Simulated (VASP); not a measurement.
## AlGa3P4: single point with PBE

Crystal: AlGa3P4.

```
CELL_PARAMETERS angstrom
-2.75363 2.75363 5.50708
2.75363 -2.75363 5.50708
2.75363 2.75363 -5.50708
ATOMIC_POSITIONS crystal
Al 0.50000 0.50000 0.00000
Ga 0.00000 0.00000 0.00000
Ga 0.25000 0.75000 0.50000
Ga 0.75000 0.25000 0.50000
P 0.12565 0.12565 0.50078
P 0.37513 0.87435 0.00000
P 0.62487 0.62487 0.49922
P 0.87435 0.37513 0.00000
```

```json
{"Program": "VASP 6.6.1", "Task": "single point", "Functional": "PBE", "Potentials or basis": "VASP PAW PBE potentials, release 64 (Al, Ga_d, P)", "Cutoff": "520 eV", "k mesh": "8 × 8 × 8", "Occupations": "gaussian, width 0.02 eV", "Spin": "no spin polarisation"}
```

The pressure is 0.0 GPa. The largest force is 0.005 eV/Å and the band gap on the k mesh is 1.63 eV, indirect (least direct gap 1.71 eV).

Forces in eV/Å, atoms in the order of the input:
```
Al   0.000  0.000  0.000
Ga   0.000  0.000  0.000
Ga   0.000  0.000  0.000
Ga   0.000  0.000  0.000
P    0.003  0.003  0.003
P   -0.003  0.003 -0.003
P   -0.003 -0.003  0.003
P    0.003 -0.003 -0.003
```

Levels at points of the mesh, in eV from the valence-band top:
```tsv
k point	band 29	band 30	band 31	band 32	band 33	band 34
(0.00, 0.00, 0.00)	-0.01	0.00	0.00	1.71	1.78	2.14
(0.50, 0.00, 0.00)	-2.09	-1.17	-1.08	3.25	3.30	3.67
(0.50, 0.50, 0.00)	-1.01	-0.95	-0.94	1.63	2.00	3.23
(0.50, 0.50, 0.50)	-1.57	-1.45	-1.45	1.70	1.70	1.75
```

Run time: 14 min on 1 thread of Oxide Virtual Turin-like Processor, on a shared host, peak memory 0.52 GiB.

A k mesh can miss the band edges. As with any semilocal functional, this PBE gap is likely too small.
